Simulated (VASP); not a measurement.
# AgCl (Pm-3m) in VASP: further runs, part 2 of 3

VASP 6.6.1. The steps go on from the part before.

## (3) Single point, PBEsol

This run uses another cell than the first one, of 18.63 Å³/atom.

INCAR

```
SYSTEM = AgCl
ALGO = Normal
EDIFF = 1E-6
ENCUT = 520
GGA = PS
ISIF = 2
ISMEAR = 0
LASPH = .True.
LCHARG = .True.
LELF = .True.
LREAL = .False.
LVHAR = .True.
LWAVE = .False.
NBANDS = 16
NELM = 60
PREC = Accurate
SIGMA = 0.01
```

KPOINTS

```
k-points
0
Gamma
  6 6 6
  0 0 0
```

POSCAR

```
AgCl
1.0
    3.3398437693      0.0000000000      0.0000000000
    0.0000000000      3.3398437693      0.0000000000
    0.0000000000      0.0000000000      3.3398437693
Ag Cl
1 1
Direct
    0.0000000000      0.0000000000      0.0000000000
    0.5000000000      0.5000000000      0.5000000000
```

Potentials or basis: VASP PAW PBE potentials, release 64 (Ag, Cl).

The run is started by

```
$ cat potpaw_PBE.64/Ag/POTCAR potpaw_PBE.64/Cl/POTCAR > POTCAR
$ mpirun -np 1 vasp_std > vasp.out
```

OUTCAR:

```text
SYSTEM = AgCl
   EDIFF = 1E-6
   ENCUT = 520
   GGA = PS
   ISIF = 2
   ISMEAR = 0
   LASPH = .True.
   LREAL = .False.
   NELM = 60
   PREC = Accurate

 ion  position               nearest neighbor table
   1  0.000  0.000  0.000-   2 2.89   2 2.89   2 2.89   2 2.89   2 2.89   2 2.89   2 2.89   2 2.89

   2  0.500  0.500  0.500-   1 2.89   1 2.89   1 2.89   1 2.89   1 2.89   1 2.89   1 2.89   1 2.89

  LATTYP: Found a simple cubic cell.
 ALAT       =     3.3398437693

  Lattice vectors:

 A1 = (   3.3398437693,   0.0000000000,   0.0000000000)
 A2 = (   0.0000000000,   3.3398437693,   0.0000000000)
 A3 = (   0.0000000000,   0.0000000000,   3.3398437693)

Analysis of symmetry for initial positions (statically):
=====================================================================
 Subroutine PRICEL returns:
 Original cell was already a primitive cell.

 Routine SETGRP: Setting up the symmetry group for a
 simple cubic supercell.

 Subroutine GETGRP returns: Found 48 space group operations
 (whereof 48 operations were pure point group operations)
 out of a pool of 48 trial point group operations.

The static configuration has the point symmetry O_h .

Analysis of symmetry for dynamics (positions and initial velocities):
=====================================================================
 Subroutine PRICEL returns:
 Original cell was already a primitive cell.

 Routine SETGRP: Setting up the symmetry group for a
 simple cubic supercell.

 Subroutine GETGRP returns: Found 48 space group operations
 (whereof 48 operations were pure point group operations)
 out of a pool of 48 trial point group operations.

The dynamic configuration has the point symmetry O_h .

 Subroutine INISYM returns: Found 48 space group operations
 (whereof 48 operations are pure point group operations),
 and found     1 'primitive' translations

----------------------------------------------------------------------------------------

                                     Primitive cell

  volume of cell :      37.2545

  direct lattice vectors                    reciprocal lattice vectors
     3.339843769  0.000000000  0.000000000     0.299415203  0.000000000  0.000000000
     0.000000000  3.339843769  0.000000000     0.000000000  0.299415203  0.000000000
     0.000000000  0.000000000  3.339843769     0.000000000  0.000000000  0.299415203

  length of vectors
     3.339843769  3.339843769  3.339843769     0.299415203  0.299415203  0.299415203

  position of ions in fractional coordinates (direct lattice)
     0.000000000  0.000000000  0.000000000
     0.500000000  0.500000000  0.500000000

  ion indices of the primitive-cell ions
   primitive index   ion index
                 1           1
                 2           2

----------------------------------------------------------------------------------------

 KPOINTS: k-points

Automatic generation of k-mesh.
 Grid dimensions read from file:
 generate k-points for:    6    6    6

 Generating k-lattice:

  Cartesian coordinates                     Fractional coordinates (reciprocal lattice)
     0.049902534  0.000000000  0.000000000     0.166666667  0.000000000  0.000000000
     0.000000000  0.049902534  0.000000000     0.000000000  0.166666667  0.000000000
     0.000000000  0.000000000  0.049902534     0.000000000  0.000000000  0.166666667

  Length of vectors
     0.049902534  0.049902534  0.049902534

  Shift w.r.t. Gamma in fractional coordinates (k-lattice)
     0.000000000  0.000000000  0.000000000

 Subroutine IBZKPT returns following result:
 ===========================================

 Found     20 irreducible k-points:

 Following reciprocal coordinates:
            Coordinates               Weight
  0.000000  0.000000  0.000000      1.000000
  0.166667  0.000000  0.000000      6.000000
  0.333333  0.000000  0.000000      6.000000
  0.500000  0.000000  0.000000      3.000000
  0.166667  0.166667  0.000000     12.000000
  0.333333  0.166667  0.000000     24.000000
[... 12 lines left out ...]
  0.500000  0.500000  0.333333      6.000000
  0.500000  0.500000  0.500000      1.000000
   k-points           NKPTS =     20   k-points in BZ     NKDIM =     20   number of bands    NBANDS=     16
   number of dos      NEDOS =    301   number of ions     NIONS =      2
   total plane-waves  NPLWV =  21952
   dimension x,y,z NGX =    28 NGY =   28 NGZ =   28
   dimension x,y,z NGXF=    56 NGYF=   56 NGZF=   56
   ions per type =               1   1
   NGX,Y,Z   is equivalent  to a cutoff of  13.94, 13.94, 13.94 a.u.
   NGXF,Y,Z  is equivalent  to a cutoff of  27.87, 27.87, 27.87 a.u.
 SYSTEM =  AgCl
   PREC   = accura    normal or accurate (medium, high low for compatibility)
   ISTART =      0    job   : 0-new  1-cont  2-samecut
   ICHARG =      2    charge: 1-file 2-atom 10-const
   ISPIN  =      1    spin polarized calculation?
   LNONCOLLINEAR =      F non collinear calculations
   LSORBIT =      F    spin-orbit coupling
   LASPH  =      T    aspherical Exc in radial PAW
   ENCUT  =  520.0 eV  38.22 Ry    6.18 a.u.   6.21  6.21  6.21*2*pi/ulx,y,z
   NELM   =     60;   NELMIN=  2; NELMDL= -5     # of ELM steps
   EDIFF  = 0.1E-05   stopping-criterion for ELM
   LREAL  =      F    real-space projection
   EDIFFG = 0.1E-04   stopping-criterion for IOM
   NSW    =      0    number of steps for IOM
   IBRION =     -1    ionic relax: 0-MD 1-quasi-New 2-CG
   NFREE  =      0    steps in history (QN), initial steepest desc. (CG)
   ISIF   =      2    stress and relaxation
   ISYM   =      2    0-nonsym 1-usesym 2-fastsym
   POTIM  = 0.5000    time-step for ionic-motion
   TEBEG  =    0.0;   TEEND  =   0.0 temperature during run
   PSTRESS=    0.0 pullay stress
   NELECT =      18.0000    total number of electrons
   NUPDOWN=      -1.0000    fix difference up-down
   EMIN   =  10.00;   EMAX   =-10.00  energy-range for DOS
   EFERMI =   0.00;   METHOD = LEGACY
   ISMEAR =     0;   SIGMA  =   0.01  broadening in eV -4-tet -1-fermi 0-gaus
   EFERMI_NEDOS =   21; number of points for ismear=-14 and -15
   IALGO  =     38    algorithm
   IMIX   =      4    mixing-type and parameters
     AMIX     =   0.40;   BMIX     =  1.00
     AMIX_MAG =   1.60;   BMIX_MAG =  1.00
  volume/ion in A,a.u.               =      18.63       125.70
  Fermi-wavevector in a.u.,A,eV,Ry     =   1.284615  2.427570 22.452805  1.650235
  Thomas-Fermi vector in A             =   2.416798
   LORBIT       =      0    0 simple, 1 ext, 2 COOP (PROOUT), +10 PAW based schemes
   GGA     = PS    functional components
   LHFCALC =     F    Hartree Fock is set to
   AEXX    =    0.0000 exact exchange contribution
   IVDW    =     0    specifies the selected vdW correction
   LEPSILON=     F    determine dielectric tensor
   LRPA    =     F    only Hartree local field effects (RPA)
 non-spin polarized calculation
 Gauss-broadening in eV      SIGMA  =   0.01
  energy-cutoff  :      520.00
  volume of cell :       37.25
 maximum number of plane-waves:      1024
 NGX is ok and might be reduce to    28
   NGX = 13   NGY = 13   NGZ = 13

 number of electron      17.9999996 magnetization

 Free energy of the ion-electron system (eV)
  ---------------------------------------------------
  ext. energy  EPLUGINS =         0.00000000
  ---------------------------------------------------
  free energy    TOTEN  =        -5.81757732 eV

  energy without entropy =       -5.81757732  energy(sigma->0) =       -5.81757732

 E-fermi :   4.9283     XC(G=0): -11.0644

 val. band max:        4.8792525765   @ k =   0.5000   0.0000   0.0000
 cond. band min:       5.3210763741   @ k =   0.0000   0.0000   0.0000
 fundamental gap:      0.4418237976
 Fermi energy:         4.9282554597

 k-point     1 :       0.0000    0.0000    0.0000
  band No.  band energies     occupation
      1     -10.2441      2.00000
      2       1.7346      2.00000
      3       1.7346      2.00000
      4       2.8761      2.00000
      5       2.8761      2.00000
      6       2.8761      2.00000
[... 8 lines left out ...]
     15      19.0124      0.00000
     16      21.4676      0.00000
[... 343 lines left out ...]
 k-point    20 :       0.5000    0.5000    0.5000
  band No.  band energies     occupation
      1      -8.8025      2.00000
      2      -0.0937      2.00000
      3      -0.0937      2.00000
      4      -0.0937      2.00000
      5       3.2637      2.00000
      6       3.2637      2.00000
[... 8 lines left out ...]
     15      22.9619      0.00000
     16      22.9619      0.00000

------------------------ aborting loop because EDIFF is reached ----------------------------------------

  FORCE on cell =-STRESS in cart. coord.  units (eV):
  Direction    XX          YY          ZZ          XY          YZ          ZX
  --------------------------------------------------------------------------------------
  -------------------------------------------------------------------------------------
  Total       -0.1365085     -0.1365085     -0.1365085     -0.0000000      0.0000000     -0.0000000
  in kB       -5.8707272     -5.8707272     -5.8707272     -0.0000000      0.0000000     -0.0000000
  external PRESSURE =      -5.8707272 kB  Pullay stress =       0.0000000 kB

 VOLUME and BASIS-vectors are now :
 -----------------------------------------------------------------------------
  energy-cutoff  :      520.00
  volume of cell :       37.25
      direct lattice vectors                 reciprocal lattice vectors
     3.339843769  0.000000000  0.000000000     0.299415203  0.000000000  0.000000000
     0.000000000  3.339843769  0.000000000     0.000000000  0.299415203  0.000000000
     0.000000000  0.000000000  3.339843769     0.000000000  0.000000000  0.299415203

 POSITION                                       TOTAL-FORCE (eV/Angst)
 -----------------------------------------------------------------------------------
      0.00000      0.00000      0.00000         0.000000      0.000000      0.000000
      1.66992      1.66992      1.66992         0.000000      0.000000      0.000000
 -----------------------------------------------------------------------------------
    total drift:                               -0.000000      0.000000      0.000000

  FREE ENERGIE OF THE ION-ELECTRON SYSTEM (eV)
  ---------------------------------------------------
  free  energy   TOTEN  =        -5.8175773151 eV

  energy  without entropy=       -5.8175773151  energy(sigma->0) =       -5.81757732
```

stdout:

```text
POSCAR found type information on POSCAR AgCl
 POSCAR found :  2 types and       2 ions
 scaLAPACK will be used
 -----------------------------------------------------------------------------
|                                                                             |
|                                                                             |
|     You enforced a specific xc type in the INCAR file but a different       |
|     I HOPE YOU KNOW WHAT YOU ARE DOING!                                     |
|                                                                             |
 -----------------------------------------------------------------------------

 LDA part: xc-table for (Slater+PW92), standard interpolation
 POSCAR, INCAR and KPOINTS ok, starting setup
 FFT: planning ... GRIDC
 FFT: planning ... GRID_SOFT
 FFT: planning ... GRID
 WAVECAR not read
 entering main loop
```

Run time: 25 s. Hardware: 1 thread of Intel Xeon 8259CL, shared host; peak memory 0.16 GiB.

What came out:

| Quantity | Value |
| --- | --- |
| Free energy | -5.8176 eV |
| Pressure | -0.6 GPa |
| Band gap on the k mesh | 0.44 eV (least direct gap 2.24 eV) |

Caveat: the PAW data sets were made with another functional, which shifts forces and pressure a little.

(Continued in part 3 of 3.)
